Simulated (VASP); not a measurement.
Runs of VASP 6.6.1 on Cu3N. The structure is that of space group Pm-3m (No. 221), or close to it. The cells are those of the table. 

```tsv
cell	gap on the mesh (eV)	pressure (GPa)
a = 3.648 Å, 4 atoms	1.36	23.9
a = 3.857 Å, 4 atoms	1.23	(b)
a = 3.954 Å, 4 atoms	0.99	(a)
a = 3.703 Å, 4 atoms	1.40	15.1
a = 3.807 Å, 4 atoms	(c)	2.5
```

Alike in all rows: task single point; level PBE; potentials or basis VASP PAW PBE potentials, release 64 (Cu, N); no spin polarisation; k mesh 5 × 5 × 5; cutoff (eV) 600; smearing gaussian 0.01 eV.

Estimate the missing entries.

(a) -8.7; (b) -2.0; (c) 1.37.

A k mesh can miss the band edges.
